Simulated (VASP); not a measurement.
Al3BP4, 8 atoms in the cell. It takes space group I-42m (No. 121, tetragonal). Conventional cell: a = 4.954 Å, b = 4.954 Å, c = 9.907 Å, α = 90.00°, β = 90.00°, γ = 90.00°. Within 2.8 Å of B (site symmetry -42m) lie 4 P at 2.14 Å. Within 2.8 Å of P (site symmetry m) lie 1 B at 2.14 Å and 3 Al at 2.14 Å. Al (site symmetry -4) has 4 P at 2.14 Å within 2.8 Å. Within 2.8 Å of Al (site symmetry -42m) lie 4 P at 2.14 Å. 

```yaml
Program: VASP 6.6.1
Task: relaxation of cell and atoms
Functional: PBE
Potentials_or_basis: VASP PAW PBE potentials, release 64 (B, P, Al)
Cutoff: 600 eV
k_mesh: 6 × 6 × 6
Occupations: fermi-dirac, width 0.02 eV
Spin: no spin polarisation
Dipole_correction: no
Further_INCAR_settings: ALGO = Normal; EDIFF = 1e-06; IBRION = 2; EDIFFG = -0.005; NSW = 80; ISIF = 3
```

Potentials or basis: VASP PAW PBE potentials, release 64 (B, P, Al).

The run is started by

```bash
$ cat potpaw_PBE.64/B/POTCAR potpaw_PBE.64/P/POTCAR potpaw_PBE.64/Al/POTCAR > POTCAR
$ mpirun -np 1 vasp_std > vasp.out
```

Hardware: 1 thread of Intel(R) Xeon(R) Platinum 8488C (Sapphire Rapids), on a shared host.

Problem. How long does it take, and how much memory?

Solution. Wall time 10 min on 1 thread of Intel(R) Xeon(R) Platinum 8488C (Sapphire Rapids), on a shared host, peak memory 0.38 GiB. Counts: scf iterations 106, k points 30, ion steps 16.
